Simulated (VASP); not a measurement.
Set up this calculation in VASP 6.6.1, as the native input.

```yaml
Task: single point
Functional: PBEsol
Potentials_or_basis: VASP PAW PBE potentials, release 64 (Sn_d, O)
Cutoff: 520 eV
k_mesh: 7 × 7 × 6
Occupations: fermi-dirac, width 0.05 eV
Spin: non-collinear spin, zero start, spin-orbit coupling
Starting_moments: "[[0.0, 0.0, 0.0], [0.0, 0.0, 0.0], [0.0, 0.0, 0.0], [0.0, 0.0, 0.0]] μB"
Dipole_correction: no
Further_INCAR_settings: ALGO = Normal; EDIFF = 1e-06; NBANDS = 54
```

The structure of SnO lies in POSCAR:

```
SnO
1.0
    3.7358428604      0.0000000000      0.0000000000
    0.0000000000      3.7358428604      0.0000000000
    0.0000000000      0.0000000000      4.7871523832
Sn O
2 2
Direct
    0.5000000000      0.0000000000      0.7646261400
    0.0000000000      0.5000000000      0.2353738600
    0.0000000000      0.0000000000      0.0000000000
    0.5000000000      0.5000000000      0.0000000000
```

One way to write it, as run:

INCAR

```
ALGO = Normal
EDIFF = 1E-6
ENCUT = 520
GGA = PS
GGA_COMPAT = F
ISIF = 2
ISMEAR = -1
LASPH = T
LCHARG = F
LORBIT = 11
LORBMOM = T
LREAL = F
LSORBIT = T
LWAVE = F
MAGMOM = 0 0 0 0 0 0 0 0 0 0 0 0
NBANDS = 54
NELM = 150
PREC = Accurate
SIGMA = 0.05
```

KPOINTS

```
k-points
0
Gamma
  7 7 6
```

Potentials or basis: VASP PAW PBE potentials, release 64 (Sn_d, O).

Run with:

```bash
$ cat potpaw_PBE.64/Sn_d/POTCAR potpaw_PBE.64/O/POTCAR > POTCAR
$ mpirun -np 1 vasp_ncl > vasp.out
```

It gave:

```json
{
  "Pressure": "6.3 GPa",
  "Largest force": "1.109 eV/Å",
  "Net moment": "0.00 μB per cell",
  "Valence electrons inside the program's atomic spheres": "Sn 12.20; O 5.03"
}
```

Caveat: the cell stands under pressure; the PAW data sets were made with another functional, which shifts forces and pressure a little.

Run time: 8.6 min on 1 thread of Intel Xeon 8259CL, on a shared host, peak memory 0.4 GiB.
